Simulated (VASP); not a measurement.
Au:

```
Au
1.0
    -1.65727    1.65727    1.65727
     1.65727   -1.65727    1.65727
     1.65727    1.65727   -1.65727
Au
1
Cartesian
  0.0000 0.0000 0.0000
```

This isn't the form of Au at room conditions, which is fcc.

| Item | Value |
| --- | --- |
| Program | VASP 6.6.1 |
| Task | relaxation of cell and atoms |
| Functional | LDA |
| Potentials or basis | VASP PAW LDA potentials, release 64 (Au_sv_GW) |
| Cutoff | 540 eV |
| k mesh | 11 × 11 × 11 |
| Occupations | fermi-dirac, width 0.05 eV |
| Spin | no spin polarisation |

At the start: pressure -12.9 GPa; volume 18.21 Å³/atom.

Problem. Where does the relaxation end?

Solution. Over 7 steps the energy falls by 66.3 meV/atom and the volume is 16.71 Å³/atom (-8.2 %); space group Im-3m (No. 229, to 0.1 Å) before and after.

The path:
```csv
step,energy change (eV),largest force (eV/Å),pressure (GPa),volume (Å³)
1,0.0000,0.0000,-12.95,18.21
2,0.1455,0.0000,37.33,14.60
3,-0.0662,0.0000,-0.57,16.76
4,-0.0663,0.0000,-0.15,16.72
5,-0.0663,0.0000,0.18,16.69
6,-0.0663,0.0000,-0.26,16.73
7,-0.0663,0.0000,0.00,16.71
```

Final structure:
```xyz
1
Lattice="-1.6104 1.6104 1.6104 1.6104 -1.6104 1.6104 1.6104 1.6104 -1.6104" Properties=species:S:1:pos:R:3 pbc="T T T"
Au    0.0000    0.0000    0.0000
```
